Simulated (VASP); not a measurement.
## Ga2SeS3: relaxation of cell and atoms with PBE

Crystal: Ga2SeS3.

```xyz
6
Lattice="4.1963 0.0000 0.0000 0.0000 4.1963 0.0000 0.0000 0.0000 8.9473" Properties=species:S:1:pos:R:3 pbc="T T T"
Ga    2.0982    2.0982    6.7049
Ga    2.0982    2.0982    2.2424
Se    2.0982    2.0982    0.0000
S     2.0982    0.0000    4.4737
S     0.0000    2.0982    4.4737
S     0.0000    0.0000    4.4737
```

- Program: VASP 6.6.1
- Task: relaxation of cell and atoms
- Functional: PBE
- Potentials or basis: VASP PAW PBE potentials, release 64 (Ga_d, Se, S)
- Cutoff: 600 eV
- k mesh: 4 × 4 × 2
- Occupations: gaussian, width 0.1 eV
- Spin: no spin polarisation
- Dipole correction: no
- Further INCAR settings: ALGO = Normal; EDIFF = 1e-06; IBRION = 2; EDIFFG = -0.04; NSW = 90; ISIF = 3

```yaml
Relaxed_volume: 28.07 Å³/atom
Relaxed_cell: a = 4.788 Å, b = 4.788 Å, c = 7.346 Å, α = 90.00°, β = 90.00°, γ = 90.00°
Space_group_after_relaxing_to_0.05_Å: P4/mmm (No. 123)
Energy_gained_by_relaxing: 532.7 meV/atom
Ionic_steps: 11
Pressure_after_relaxing: 0.1 GPa
Largest_force_after_relaxing: 0.007 eV/Å
Band_gap_on_the_k_mesh: zero (band 25 reaches 1.68 eV, above the bottom of band 26 at 0.86 eV)
```

Forces on the atoms (eV/Å):
```
Ga   0.000  0.000 -0.007
Ga   0.000  0.000  0.007
Se   0.000  0.000  0.000
S    0.000  0.000  0.000
S    0.000  0.000  0.000
S    0.000  0.000  0.000
```

Stress tensor (GPa, compression positive):
```
0.00 0.00 0.00
0.00 0.00 0.00
0.00 0.00 0.19
```

The path:
```tsv
step	energy change (eV)	largest force (eV/Å)	pressure (GPa)	volume (Å³)
1	0.0000	2.8132	9.77	157.55
2	-1.7894	0.8961	-1.55	196.56
3	-1.8022	0.7554	-2.24	201.05
4	-2.2715	1.4125	-2.03	194.47
5	-2.4891	2.4347	-1.23	187.20
6	-2.8123	1.8563	-1.27	181.56
7	-3.1807	0.1897	0.93	164.98
8	-3.1917	0.2607	0.31	167.85
9	-3.1926	0.1789	0.46	167.23
10	-3.1923	0.1241	0.52	166.84
11	-3.1965	0.0068	0.06	168.44
```

Final structure:
```
Ga Se S
1.0
     4.78847    0.00000    0.00000
     0.00000    4.78847    0.00000
     0.00000    0.00000    7.34597
Ga Se S
2 1 3
Direct
  0.50000 0.50000 0.68225
  0.50000 0.50000 0.31775
  0.50000 0.50000 0.00000
  0.50000 0.00000 0.50000
  0.00000 0.50000 0.50000
  0.00000 0.00000 0.50000
```

Levels at points of the mesh, in eV from the Fermi level:
```tsv
k point	band 21	band 22	band 23	band 24	band 25	band 26	band 27	band 28	band 29	band 30
(0.00, 0.00, 0.00)	-2.92	-1.69	-0.26	-0.26	0.14	2.26	2.46	2.46	3.83	5.13
(0.50, 0.00, 0.00)	-1.43	-1.39	-0.82	-0.29	-0.21	1.12	2.31	2.88	3.75	4.29
(0.50, 0.50, 0.00)	-1.06	-1.06	-1.02	-0.79	-0.79	-0.04	0.95	0.96	3.75	3.75
(0.00, 0.00, 0.50)	-2.00	-1.69	-0.92	-0.56	-0.56	1.81	3.50	3.50	5.14	5.14
(0.50, 0.00, 0.50)	-1.22	-1.14	-0.84	-0.47	-0.17	0.02	2.41	2.87	3.98	5.61
(0.50, 0.50, 0.50)	-1.74	-1.02	-0.86	-0.86	-0.55	-0.55	-0.04	2.61	2.61	2.86
```

It took 5.8 min on 1 thread of Intel(R) Xeon(R) Platinum 8488C (Sapphire Rapids) (shared host), peak memory 0.34 GiB.

Caveat: the k points lie up to 0.43 Å⁻¹ apart in the final cell.
